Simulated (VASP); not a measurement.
# Sn (Fd-3m) in VASP: single point with PBEsol

Aim: the single point of Sn with PBEsol.

Everything below comes from runs of VASP 6.6.1. Logs are shortened: lines on timing, memory, paths and dates and some standing lists are left out, and cuts for length are marked.

## (1) The cell of the first run

The structure is cubic, space group Fd-3m (No. 227). Conventional cell: a = 6.611 Å, b = 6.611 Å, c = 6.611 Å, α = 90.00°, β = 90.00°, γ = 90.00°. Sn (site symmetry -43m) has 4 Sn at 2.86 Å within 3.8 Å.

This isn't the form of Sn at room conditions, which is tetragonal (white tin).

## (2) Single point, PBEsol (strained)

Input file INCAR:

```
SYSTEM = Sn
ALGO = Normal
EDIFF = 1E-6
ENCUT = 520
GGA = PS
ISIF = 2
ISMEAR = 0
LASPH = .TRUE.
LCHARG = .FALSE.
LREAL = .FALSE.
LWAVE = .FALSE.
NBANDS = 21
NELM = 80
PREC = Accurate
SIGMA = 0.1
```

Input file KPOINTS:

```
k-points
0
G
  12 12 12
  0 0 0
```

Input file POSCAR:

```
Sn
1.0
    0.0000000000      3.3055462320      3.3055462320
    3.3055462320      0.0000000000      3.3055462320
    3.3055462320      3.3055462320      0.0000000000
Sn
2
Direct
    0.5000000000      0.5000000000      0.5000000000
    0.7500000000      0.7500000000      0.7500000000
```

Potentials or basis: VASP PAW PBE potentials, release 64 (Sn_d).

Command:

```
$ cat potpaw_PBE.64/Sn_d/POTCAR > POTCAR
$ mpirun -np 1 vasp_std > vasp.out
```

OUTCAR:

```text
SYSTEM = Sn
   EDIFF = 1E-6
   ENCUT = 520
   GGA = PS
   ISIF = 2
   ISMEAR = 0
   LASPH = .TRUE.
   LREAL = .FALSE.
   NELM = 80
   PREC = Accurate

 ion  position               nearest neighbor table
   1  0.500  0.500  0.500-   2 2.86   2 2.86   2 2.86   2 2.86
   2  0.750  0.750  0.750-   1 2.86   1 2.86   1 2.86   1 2.86

  LATTYP: Found a face centered cubic cell.
 ALAT       =     6.6110924640

  Lattice vectors:

 A1 = (   0.0000000000,   3.3055462320,   3.3055462320)
 A2 = (   3.3055462320,   0.0000000000,   3.3055462320)
 A3 = (   3.3055462320,   3.3055462320,   0.0000000000)

Analysis of symmetry for initial positions (statically):
=====================================================================
 Subroutine PRICEL returns:
 Original cell was already a primitive cell.

 Routine SETGRP: Setting up the symmetry group for a
 face centered cubic supercell.

 Subroutine GETGRP returns: Found 48 space group operations
 (whereof 24 operations were pure point group operations)
 out of a pool of 48 trial point group operations.

The static configuration has the point symmetry T_d .
 The point group associated with its full space group is O_h .

Analysis of symmetry for dynamics (positions and initial velocities):
=====================================================================
 Subroutine PRICEL returns:
 Original cell was already a primitive cell.

 Routine SETGRP: Setting up the symmetry group for a
 face centered cubic supercell.

 Subroutine GETGRP returns: Found 48 space group operations
 (whereof 24 operations were pure point group operations)
 out of a pool of 48 trial point group operations.

The dynamic configuration has the point symmetry T_d .
 The point group associated with its full space group is O_h .

 Subroutine INISYM returns: Found 48 space group operations
 (whereof 24 operations are pure point group operations),
 and found     1 'primitive' translations

----------------------------------------------------------------------------------------

                                     Primitive cell

  volume of cell :      72.2370

  direct lattice vectors                    reciprocal lattice vectors
     0.000000000  3.305546232  3.305546232    -0.151260931  0.151260931  0.151260931
     3.305546232  0.000000000  3.305546232     0.151260931 -0.151260931  0.151260931
     3.305546232  3.305546232  0.000000000     0.151260931  0.151260931 -0.151260931

[... 72 lines left out ...]
   NGXF,Y,Z  is equivalent  to a cutoff of  25.61, 25.61, 25.61 a.u.
 SYSTEM =  Sn
   PREC   = accura    normal or accurate (medium, high low for compatibility)
   ISTART =      0    job   : 0-new  1-cont  2-samecut
   ICHARG =      2    charge: 1-file 2-atom 10-const
   ISPIN  =      1    spin polarized calculation?
   LNONCOLLINEAR =      F non collinear calculations
   LSORBIT =      F    spin-orbit coupling
   LASPH  =      T    aspherical Exc in radial PAW
   ENCUT  =  520.0 eV  38.22 Ry    6.18 a.u.   8.69  8.69  8.69*2*pi/ulx,y,z
   NELM   =     80;   NELMIN=  2; NELMDL= -5     # of ELM steps
   EDIFF  = 0.1E-05   stopping-criterion for ELM
   LREAL  =      F    real-space projection
[... 7 lines left out ...]
   TEBEG  =    0.0;   TEEND  =   0.0 temperature during run
   PSTRESS=    0.0 pullay stress
   NELECT =      28.0000    total number of electrons
   NUPDOWN=      -1.0000    fix difference up-down
   EMIN   =  10.00;   EMAX   =-10.00  energy-range for DOS
   EFERMI =   0.00;   METHOD = LEGACY
   ISMEAR =     0;   SIGMA  =   0.10  broadening in eV -4-tet -1-fermi 0-gaus
   EFERMI_NEDOS =   21; number of points for ismear=-14 and -15
   IALGO  =     38    algorithm
   IMIX   =      4    mixing-type and parameters
     AMIX     =   0.40;   BMIX     =  1.00
     AMIX_MAG =   1.60;   BMIX_MAG =  1.00
  volume/ion in A,a.u.               =      36.12       243.74
  Fermi-wavevector in a.u.,A,eV,Ry     =   1.193643  2.255657 19.385342  1.424782
  Thomas-Fermi vector in A             =   2.329652
   LORBIT       =      0    0 simple, 1 ext, 2 COOP (PROOUT), +10 PAW based schemes
   GGA     = PS    functional components
   LHFCALC =     F    Hartree Fock is set to
   AEXX    =    0.0000 exact exchange contribution
   IVDW    =     0    specifies the selected vdW correction
   LEPSILON=     F    determine dielectric tensor
   LRPA    =     F    only Hartree local field effects (RPA)
 non-spin polarized calculation
 Gauss-broadening in eV      SIGMA  =   0.10
  energy-cutoff  :      520.00
  volume of cell :       72.24
 maximum number of plane-waves:      1964
   NGX = 17   NGY = 17   NGZ = 17

 number of electron      27.9999993 magnetization

 Free energy of the ion-electron system (eV)
  ---------------------------------------------------
  ext. energy  EPLUGINS =         0.00000000
  ---------------------------------------------------
  free energy    TOTEN  =        -8.45647802 eV

  energy without entropy =       -8.45519170  energy(sigma->0) =       -8.45583486

 E-fermi :   4.8860     XC(G=0):  -8.8255

 val. band max:        4.8746430171   @ k =   0.0833   0.0000   0.0000
 cond. band min:       4.9230393096   @ k =   0.3333   0.0000   0.0000
 fundamental gap:      0.0483962925
 Fermi energy:         4.8860149896

 k-point     1 :       0.0000    0.0000    0.0000
  band No.  band energies     occupation
      1     -16.5812      2.00000
      2     -16.5812      2.00000
      3     -16.5812      2.00000
      4     -16.5282      2.00000
      5     -16.5282      2.00000
      6     -16.2596      2.00000
[... 565 lines left out ...]
     20      12.6032      0.00000
     21      12.7510      0.00000

 [... further k-points ...]

------------------------ aborting loop because EDIFF is reached ----------------------------------------

  FORCE on cell =-STRESS in cart. coord.  units (eV):
  Direction    XX          YY          ZZ          XY          YZ          ZX
  --------------------------------------------------------------------------------------
  -------------------------------------------------------------------------------------
  Total       -0.5833506     -0.5833506     -0.5833506      0.0000000      0.0000000      0.0000000
  in kB      -12.9383992    -12.9383992    -12.9383992      0.0000000      0.0000000      0.0000000
  external PRESSURE =     -12.9383992 kB  Pullay stress =       0.0000000 kB

 VOLUME and BASIS-vectors are now :
 -----------------------------------------------------------------------------
  energy-cutoff  :      520.00
  volume of cell :       72.24
      direct lattice vectors                 reciprocal lattice vectors
     0.000000000  3.305546232  3.305546232    -0.151260931  0.151260931  0.151260931
     3.305546232  0.000000000  3.305546232     0.151260931 -0.151260931  0.151260931
     3.305546232  3.305546232  0.000000000     0.151260931  0.151260931 -0.151260931

 POSITION                                       TOTAL-FORCE (eV/Angst)
 -----------------------------------------------------------------------------------
      3.30555      3.30555      3.30555         0.000000      0.000000      0.000000
      4.95832      4.95832      4.95832        -0.000000     -0.000000     -0.000000
 -----------------------------------------------------------------------------------
    total drift:                                0.000000      0.000000      0.000000

  FREE ENERGIE OF THE ION-ELECTRON SYSTEM (eV)
  ---------------------------------------------------
  free  energy   TOTEN  =        -8.4564780206 eV

  energy  without entropy=       -8.4551916977  energy(sigma->0) =       -8.45583486
```

OSZICAR:

```text
N       E                     dE             d eps       ncg     rms          rms(c)
DAV:   1     0.227677967054E+03    0.22768E+03   -0.14803E+04  3059   0.190E+03
DAV:   2     0.167495203676E+02   -0.21093E+03   -0.20668E+03  3044   0.443E+02
DAV:   3    -0.772239370194E+01   -0.24472E+02   -0.24331E+02  3599   0.140E+02
DAV:   4    -0.851853973917E+01   -0.79615E+00   -0.79580E+00  3429   0.285E+01
DAV:   5    -0.854631260558E+01   -0.27773E-01   -0.27772E-01  4457   0.520E+00    0.300E+00
DAV:   6    -0.848479270120E+01    0.61520E-01   -0.38256E-02  4085   0.259E+00    0.171E+00
DAV:   7    -0.845534808626E+01    0.29445E-01   -0.47862E-02  3680   0.243E+00    0.162E-01
DAV:   8    -0.845620182765E+01   -0.85374E-03   -0.69000E-03  3344   0.986E-01    0.499E-02
DAV:   9    -0.845646945225E+01   -0.26762E-03   -0.40550E-04  3734   0.169E-01    0.108E-02
DAV:  10    -0.845647621969E+01   -0.67674E-05   -0.15649E-05  3709   0.305E-02    0.545E-03
DAV:  11    -0.845647811457E+01   -0.18949E-05   -0.30070E-06  2698   0.121E-02    0.548E-04
DAV:  12    -0.845647802062E+01    0.93955E-07   -0.21914E-07  2307   0.649E-03
   1 F= -.84564780E+01 E0= -.84558349E+01  d E =-.128632E-02
```

Wall time 92 s (1 thread of Intel Xeon 8259CL, shared host); peak memory 0.25 GiB.

What came out:

```
Free energy            : -8.4565 eV
Pressure               : -1.3 GPa
Band gap on the k mesh : zero (bands 14 and 15 overlap by 0.25 eV)
```

Caveat: the cell differs from its parent crystal (strained); the PAW data sets were made with another functional, which shifts forces and pressure a little; spin-orbit coupling is left out, which moves the levels of the heavy elements.
